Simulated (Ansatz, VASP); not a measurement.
# One calculation of Sb, two programs

```
Sb
1.0
     2.15420    1.24373    3.75800
    -2.15420    1.24373    3.75800
     0.00000   -2.48746    3.75800
Sb
2
Direct
  0.76651 0.76651 0.76651
  0.23349 0.23349 0.23349
```

Alike in both runs: task single point; functional PBE-based global hybrid; k mesh 4 × 4 × 4; occupations fermi-dirac, width 0.05 eV; no spin polarisation.

```csv
,VASP,Ansatz
version,VASP 6.6.1,Ansatz 0.2.0
potentials or method,"VASP PAW PBE potentials, release 64 (Sb)",Ansatz PAW
plane-wave cutoff (eV),400,420
valence electrons in the cell,10,30
```

Ansatz gave:

| Item | Value |
| --- | --- |
| gap on the k mesh at the Fermi level (eV) | 1.04 |
| least direct gap on the mesh (eV) | 1.28 |
| pressure (GPa) | 0.0 |
| traceless stress, the component that is largest in VASP (GPa) | -0.26 |
| rms of the force components (eV/Å) | 0.314 |

Problem. Estimate VASP's values.

Solution. gap on the k mesh at the Fermi level (eV): 1.20; least direct gap on the mesh (eV): 1.43; pressure (GPa): -2.0; traceless stress, the component that is largest in VASP (GPa): -0.07; rms of the force components (eV/Å): 0.402.

VASP's potentials were made for PBE, not for PBE-based global hybrid. Atom by atom the forces differ by 0.088 eV/Å (rms over components). VASP's potentials hold 10 valence electrons a cell and Ansatz's 30, so a difference there can come from the potentials and not from the codes.

The k mesh is coarse, so the values compare programs but aren't converged. Spin-orbit coupling is off throughout.
